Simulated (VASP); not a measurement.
# BaTiO3 in VASP: further runs, part 2 of 3

VASP 6.6.1. Earlier steps stand in the parts before.

## (4) Single point, PBE

This run uses another cell than the first one, of 12.86 Å³/atom, 1.111 times its volume.

Contents of INCAR:

```
PREC = Accurate ; ENCUT = 520
EDIFF = 1E-7 ; ISMEAR = 0
SIGMA = 0.05 ; LREAL = F
LASPH = T ; NELM = 60
ALGO = Normal ; ISIF = 2
LWAVE = F ; LCHARG = F
GGA = PE ; NBANDS = 28
NELECT = 40.2
```

Contents of KPOINTS:

```
regular mesh
0
Gamma
  6 6 6
```

Contents of POSCAR:

```
BaTiO3
1.0
    3.9998000000      0.0000000000      0.0000000000
    0.0000000000      3.9998000000      0.0000000000
    0.0000000000      0.0000000000      4.0180000000
Ba Ti O
1 1 3
Direct
    0.0000000000      0.0000000000      0.0000000000
    0.5000000000      0.5000000000      0.4900000000
    0.5000000000      0.5000000000      0.0190000000
    0.5000000000      0.0000000000      0.5170000000
    0.0000000000      0.5000000000      0.5170000000
```

Potentials or basis: VASP PAW PBE potentials, release 64 (Ba_sv, Ti_sv, O).

Started as:

```sh
$ cat potpaw_PBE.64/Ba_sv/POTCAR potpaw_PBE.64/Ti_sv/POTCAR potpaw_PBE.64/O/POTCAR > POTCAR
$ mpirun -np 1 vasp_std > vasp.out
```

OUTCAR:

```text
PREC = Accurate
   ENCUT = 520
   EDIFF = 1E-7
   ISMEAR = 0
   LREAL = F
   LASPH = T
   NELM = 60
   ISIF = 2
   GGA = PE
   NELECT = 40.2

 ion  position               nearest neighbor table
   1  0.000  0.000  0.000-   4 2.79   5 2.79   5 2.79   4 2.79   3 2.83   3 2.83   3 2.83   3 2.83
                             4 2.88   5 2.88   5 2.88   4 2.88   2 3.45   2 3.45   2 3.45   2 3.45
   2  0.500  0.500  0.490-   3 1.89   4 2.00   5 2.00   4 2.00   5 2.00   3 2.13   1 3.45   1 3.45
                             1 3.45   1 3.45   1 3.49   1 3.49   1 3.49   1 3.49
   3  0.500  0.500  0.019-   2 1.89   2 2.13   1 2.83   1 2.83   1 2.83   1 2.83
   4  0.500  0.000  0.517-   2 2.00   2 2.00   1 2.79   1 2.79   1 2.88   1 2.88
   5  0.000  0.500  0.517-   2 2.00   2 2.00   1 2.79   1 2.79   1 2.88   1 2.88

  LATTYP: Found a simple tetragonal cell.
 ALAT       =     3.9998000000
 C/A-ratio  =     1.0045502275

  Lattice vectors:

 A1 = (   3.9998000000,   0.0000000000,   0.0000000000)
 A2 = (   0.0000000000,   3.9998000000,   0.0000000000)
 A3 = (   0.0000000000,   0.0000000000,   4.0180000000)

Analysis of symmetry for initial positions (statically):
=====================================================================
 Subroutine PRICEL returns:
 Original cell was already a primitive cell.

 Routine SETGRP: Setting up the symmetry group for a
 simple tetragonal supercell.

 Subroutine GETGRP returns: Found  8 space group operations
 (whereof  8 operations were pure point group operations)
 out of a pool of 16 trial point group operations.

The static configuration has the point symmetry C_4v.

Analysis of symmetry for dynamics (positions and initial velocities):
=====================================================================
 Subroutine PRICEL returns:
 Original cell was already a primitive cell.

 Routine SETGRP: Setting up the symmetry group for a
 simple tetragonal supercell.
[... 130 lines left out ...]
     AMIX     =   0.40;   BMIX     =  1.00
     AMIX_MAG =   1.60;   BMIX_MAG =  1.00
  volume/ion in A,a.u.               =      12.86        86.76
  Fermi-wavevector in a.u.,A,eV,Ry     =   1.399978  2.645576 26.666598  1.959940
  Thomas-Fermi vector in A             =   2.522984
   LORBIT       =      0    0 simple, 1 ext, 2 COOP (PROOUT), +10 PAW based schemes
   GGA     = PE    functional components
   LHFCALC =     F    Hartree Fock is set to
   AEXX    =    0.0000 exact exchange contribution
   IVDW    =     0    specifies the selected vdW correction
   LEPSILON=     F    determine dielectric tensor
   LRPA    =     F    only Hartree local field effects (RPA)
 non-spin polarized calculation
 Gauss-broadening in eV      SIGMA  =   0.05
  energy-cutoff  :      520.00
  volume of cell :       64.28
 maximum number of plane-waves:      1751
 NGX is ok and might be reduce to    30
   NGX = 15   NGY = 15   NGZ = 15

 number of electron      40.1999978 magnetization

 Free energy of the ion-electron system (eV)
  ---------------------------------------------------
  ext. energy  EPLUGINS =         0.00000000
  ---------------------------------------------------
  free energy    TOTEN  =       -38.77846384 eV

  energy without entropy =      -38.77685708  energy(sigma->0) =      -38.77766046

 E-fermi :   6.3929     XC(G=0): -11.2828

 val. band max:        6.2668861619   @ k =   0.5000   0.0000   0.0000
 cond. band min:       6.4154822553   @ k =   0.1667   0.1667   0.0000
 fundamental gap:      0.1485960935
 Fermi energy:         6.3928820650

 k-point     1 :       0.0000    0.0000    0.0000
  band No.  band energies     occupation
      1     -52.3039      2.00000
      2     -28.5781      2.00000
      3     -28.5325      2.00000
      4     -28.5325      2.00000
      5     -21.1716      2.00000
      6     -13.0227      2.00000
[... 733 lines left out ...]
     27      11.9017      0.00000
     28      13.1712      0.00000

 [... further k-points ...]

------------------------ aborting loop because EDIFF is reached ----------------------------------------

  FORCE on cell =-STRESS in cart. coord.  units (eV):
  Direction    XX          YY          ZZ          XY          YZ          ZX
  --------------------------------------------------------------------------------------
  -------------------------------------------------------------------------------------
  Total        3.6206462      3.6206462      3.9507998      0.0000000      0.0000000      0.0000000
  in kB       90.2423054     90.2423054     98.4711762      0.0000000      0.0000000      0.0000000
  external PRESSURE =      92.9852623 kB  Pullay stress =       0.0000000 kB

 VOLUME and BASIS-vectors are now :
 -----------------------------------------------------------------------------
  energy-cutoff  :      520.00
  volume of cell :       64.28
      direct lattice vectors                 reciprocal lattice vectors
     3.999800000  0.000000000  0.000000000     0.250012501  0.000000000  0.000000000
     0.000000000  3.999800000  0.000000000     0.000000000  0.250012501  0.000000000
     0.000000000  0.000000000  4.018000000     0.000000000  0.000000000  0.248880040

 POSITION                                       TOTAL-FORCE (eV/Angst)
 -----------------------------------------------------------------------------------
      0.00000      0.00000      0.00000        -0.000000     -0.000000      0.071432
      1.99990      1.99990      1.96882        -0.000000      0.000000      0.442601
      1.99990      1.99990      0.07634         0.000000      0.000000     -0.087932
      1.99990      0.00000      2.07731        -0.000000     -0.000000     -0.213050
      0.00000      1.99990      2.07731        -0.000000     -0.000000     -0.213050
 -----------------------------------------------------------------------------------
    total drift:                                0.000000      0.000000      0.000187

  FREE ENERGIE OF THE ION-ELECTRON SYSTEM (eV)
  ---------------------------------------------------
  free  energy   TOTEN  =       -38.7784638351 eV

  energy  without entropy=      -38.7768570826  energy(sigma->0) =      -38.77766046
```

OSZICAR:

```text
N       E                     dE             d eps       ncg     rms          rms(c)
DAV:   1     0.443983000636E+03    0.44398E+03   -0.21099E+04  2240   0.155E+03
DAV:   2    -0.634760093512E+00   -0.44462E+03   -0.42410E+03  2552   0.432E+02
DAV:   3    -0.468275661624E+02   -0.46193E+02   -0.45739E+02  3112   0.137E+02
DAV:   4    -0.490626745643E+02   -0.22351E+01   -0.22253E+01  3356   0.256E+01
DAV:   5    -0.491319884308E+02   -0.69314E-01   -0.69264E-01  3016   0.356E+00    0.230E+01
DAV:   6    -0.390310220634E+02    0.10101E+02   -0.59486E+01  3172   0.662E+01    0.101E+01
DAV:   7    -0.389076869272E+02    0.12334E+00   -0.10463E+01  2992   0.244E+01    0.690E+00
DAV:   8    -0.387657231425E+02    0.14196E+00   -0.61909E-01  2740   0.711E+00    0.333E+00
DAV:   9    -0.387966856721E+02   -0.30963E-01   -0.25260E-01  3228   0.414E+00    0.129E+00
DAV:  10    -0.387813573236E+02    0.15328E-01   -0.12409E-01  2616   0.380E+00    0.490E-01
DAV:  11    -0.387785215410E+02    0.28358E-02   -0.10824E-02  3036   0.747E-01    0.894E-02
DAV:  12    -0.387784947724E+02    0.26769E-04   -0.54975E-04  2752   0.164E-01    0.591E-02
DAV:  13    -0.387784639591E+02    0.30813E-04   -0.30993E-04  2724   0.189E-01    0.224E-02
DAV:  14    -0.387784636090E+02    0.35006E-06   -0.47202E-05  3164   0.548E-02    0.859E-03
DAV:  15    -0.387784656593E+02   -0.20503E-05   -0.11782E-05  3140   0.328E-02    0.115E-02
DAV:  16    -0.387784637838E+02    0.18755E-05   -0.52058E-06  3048   0.230E-02    0.121E-03
DAV:  17    -0.387784638351E+02   -0.51341E-07   -0.20657E-07  2156   0.404E-03
   1 F= -.38778464E+02 E0= -.38777660E+02  d E =-.160675E-02
```

Wall time 38 s (1 thread of Intel Xeon 6975P-C (Granite Rapids), shared host); peak memory 0.21 GiB.

What came out:

```
Free energy   : -38.7785 eV
Largest force : 0.443 eV/Å
```

Forces in eV/Å, atoms in the order of the input:
```
Ba   0.000  0.000  0.071
Ti   0.000  0.000  0.443
O    0.000  0.000 -0.088
O    0.000  0.000 -0.213
O    0.000  0.000 -0.213
```

Levels at points of the mesh, in eV from the Fermi level:
```csv
k point,band 17,band 18,band 19,band 20,band 21,band 22,band 23,band 24
"(0.00, 0.00, 0.00)",-3.65,-2.79,-2.77,-2.77,-0.48,-0.29,-0.29,1.80
"(0.50, 0.00, 0.00)",-4.31,-4.23,-3.40,-3.31,-0.13,1.25,1.27,1.85
"(0.50, 0.50, 0.00)",-4.21,-3.49,-3.49,-2.59,1.29,1.29,1.69,2.47
"(0.00, 0.00, 0.50)",-4.42,-4.42,-3.18,-3.18,-0.30,1.30,1.30,1.81
"(0.50, 0.00, 0.50)",-4.17,-3.43,-3.41,-2.67,1.27,1.32,1.67,2.60
"(0.50, 0.50, 0.50)",-4.92,-2.58,-2.58,-2.50,1.92,1.92,1.93,3.94
```

Caveat: the cell carries a net charge on a neutralising background, which shifts energy and pressure; the cell is charged against a uniform background, so pressure and absolute levels hang on convention; spin-orbit coupling is left out, which moves the levels of the heavy elements; semilocal functionals often make such compounds metallic where correlation or magnetic order opens a gap, which also shifts bond lengths.

## (5) Single point, PBE

This run uses another cell than the first one, of 12.86 Å³/atom, 1.111 times its volume.

Contents of INCAR:

```
PREC = Accurate ; ENCUT = 520
EDIFF = 1E-6 ; ISMEAR = 0
SIGMA = 0.05 ; LREAL = F
LASPH = T ; NELM = 100
ALGO = Normal ; ISIF = 2
LWAVE = F ; LCHARG = F
GGA = PE ; NBANDS = 28
```

KPOINTS is that of step 4.

Edit POSCAR of step 4 so:

```diff
@@ -9,3 +9,3 @@
     0.0000000000      0.0000000000      0.0000000000
-    0.5000000000      0.5000000000      0.4900000000
+    0.5076304336      0.4930892565      0.4970589825
     0.5000000000      0.5000000000      0.0190000000
```

Potentials or basis: VASP PAW PBE potentials, release 64 (Ba_sv, Ti_sv, O).

Started as:

```sh
$ cat potpaw_PBE.64/Ba_sv/POTCAR potpaw_PBE.64/Ti_sv/POTCAR potpaw_PBE.64/O/POTCAR > POTCAR
$ mpirun -np 1 vasp_std > vasp.out
```

OUTCAR:

```text
PREC = Accurate
   ENCUT = 520
   EDIFF = 1E-6
   ISMEAR = 0
   LREAL = F
   LASPH = T
   NELM = 100
   ISIF = 2
   GGA = PE

 ion  position               nearest neighbor table
   1  0.000  0.000  0.000-   4 2.79   5 2.79   5 2.79   4 2.79   3 2.83   3 2.83   3 2.83   3 2.83
                             4 2.88   5 2.88   5 2.88   4 2.88   2 3.43   2 3.44   2 3.46   2 3.46
   2  0.508  0.493  0.497-   3 1.92   5 1.97   4 1.97   4 2.03   5 2.03   3 2.10   1 3.43   1 3.44
                             1 3.46   1 3.46   1 3.47   1 3.48   1 3.50   1 3.51
   3  0.500  0.500  0.019-   2 1.92   2 2.10   1 2.83   1 2.83   1 2.83   1 2.83
[... 952 lines left out ...]
  -------------------------------------------------------------------------------------
  Total        1.6129234      1.6050347      1.6420465     -0.0180676      0.0295435     -0.0326455
  in kB       40.2010923     40.0044699     40.9269667     -0.4503245      0.7363536     -0.8136690
  external PRESSURE =      40.3775097 kB  Pullay stress =       0.0000000 kB

 VOLUME and BASIS-vectors are now :
 -----------------------------------------------------------------------------
  energy-cutoff  :      520.00
  volume of cell :       64.28
      direct lattice vectors                 reciprocal lattice vectors
     3.999800000  0.000000000  0.000000000     0.250012501  0.000000000  0.000000000
     0.000000000  3.999800000  0.000000000     0.000000000  0.250012501  0.000000000
     0.000000000  0.000000000  4.018000000     0.000000000  0.000000000  0.248880040

 POSITION                                       TOTAL-FORCE (eV/Angst)
 -----------------------------------------------------------------------------------
      0.00000      0.00000      0.00000         0.103941     -0.094135      0.177776
      2.03042      1.97226      1.99718         0.000794     -0.001461     -0.237923
      1.99990      1.99990      0.07634         0.021041     -0.018942      0.232186
      1.99990      0.00000      2.07731         0.017504      0.130318     -0.085945
      0.00000      1.99990      2.07731        -0.143281     -0.015780     -0.086094
 -----------------------------------------------------------------------------------
    total drift:                                0.000091     -0.000172      0.000226

  FREE ENERGIE OF THE ION-ELECTRON SYSTEM (eV)
  ---------------------------------------------------
  free  energy   TOTEN  =       -39.9768731072 eV

  energy  without entropy=      -39.9768731072  energy(sigma->0) =      -39.97687311
```

OSZICAR:

```text
N       E                     dE             d eps       ncg     rms          rms(c)
DAV:   1     0.437608540865E+03    0.43761E+03   -0.20929E+04  6272   0.155E+03
DAV:   2    -0.255661506303E+01   -0.44017E+03   -0.41881E+03  7076   0.429E+02
DAV:   3    -0.486240670946E+02   -0.46067E+02   -0.45596E+02  8748   0.135E+02
DAV:   4    -0.508562811882E+02   -0.22322E+01   -0.22278E+01  9512   0.255E+01
DAV:   5    -0.509218988743E+02   -0.65618E-01   -0.65607E-01  8548   0.342E+00    0.230E+01
DAV:   6    -0.401920419039E+02    0.10730E+02   -0.56628E+01  9096   0.665E+01    0.988E+00
DAV:   7    -0.401414594739E+02    0.50582E-01   -0.10159E+01  8468   0.232E+01    0.671E+00
DAV:   8    -0.399695277352E+02    0.17193E+00   -0.64066E-01  7596   0.701E+00    0.351E+00
DAV:   9    -0.400079388767E+02   -0.38411E-01   -0.36237E-01  9136   0.514E+00    0.163E+00
DAV:  10    -0.399820576538E+02    0.25881E-01   -0.19268E-01  7416   0.453E+00    0.597E-01
DAV:  11    -0.399768740848E+02    0.51836E-02   -0.20427E-02  8936   0.973E-01    0.133E-01
DAV:  12    -0.399769124795E+02   -0.38395E-04   -0.11259E-03  7596   0.267E-01    0.624E-02
DAV:  13    -0.399768792870E+02    0.33193E-04   -0.41669E-04  7348   0.221E-01    0.270E-02
DAV:  14    -0.399768722577E+02    0.70293E-05   -0.57956E-05  8380   0.664E-02    0.822E-03
DAV:  15    -0.399768731072E+02   -0.84945E-06   -0.95888E-06  7660   0.300E-02
   1 F= -.39976873E+02 E0= -.39976873E+02  d E =-.153376E-17
```

stdout:

```text
POSCAR found type information on POSCAR BaTiO
 POSCAR found :  3 types and       5 ions
 scaLAPACK will be used
 LDA part: xc-table for (Slater+PW92), standard interpolation
 POSCAR, INCAR and KPOINTS ok, starting setup
 FFT: planning ... GRIDC
 FFT: planning ... GRID_SOFT
 FFT: planning ... GRID
 WAVECAR not read
 entering main loop
```

Run time: 89 s. Hardware: 1 thread of Intel Xeon 6975P-C (Granite Rapids), shared host; peak memory 0.31 GiB.

What came out:

- Free energy: -39.9769 eV
- Pressure: 4.0 GPa
- Largest force: 0.238 eV/Å
- Band gap on the k mesh: 1.80 eV, indirect (least direct gap 2.04 eV)

Forces in eV/Å, atoms in the order of the input:
```
Ba   0.104 -0.094  0.178
Ti   0.001 -0.001 -0.238
O    0.021 -0.019  0.232
O    0.018  0.130 -0.086
O   -0.143 -0.016 -0.086
```

Levels at points of the mesh, in eV from the valence-band top:
| k point | band 18 | band 19 | band 20 | band 21 | band 22 | band 23 |
| --- | --- | --- | --- | --- | --- | --- |
| (0.00, 0.00, 0.00) | -0.27 | -0.24 | -0.24 | 1.80 | 1.91 | 1.92 |
| (0.50, 0.00, 0.00) | -1.75 | -0.85 | -0.79 | 2.05 | 3.50 | 3.53 |
| (0.00, 0.50, 0.00) | -1.75 | -0.85 | -0.79 | 2.05 | 3.50 | 3.53 |
| (0.50, 0.50, 0.00) | -0.90 | -0.90 | -0.09 | 3.53 | 3.53 | 3.93 |
| (0.00, 0.00, 0.50) | -1.83 | -0.73 | -0.71 | 1.96 | 3.51 | 3.52 |
| (0.50, 0.00, 0.50) | -0.90 | -0.88 | -0.13 | 3.52 | 3.53 | 3.91 |
| (0.00, 0.50, 0.50) | -0.90 | -0.89 | -0.13 | 3.52 | 3.53 | 3.91 |
| (0.50, 0.50, 0.50) | -0.04 | -0.04 | 0.00 | 4.14 | 4.16 | 4.18 |

Caveat: spin-orbit coupling is left out, which moves the levels of the heavy elements. As with any semilocal functional, this PBE gap is likely too small.

[end of part 2 of 3]
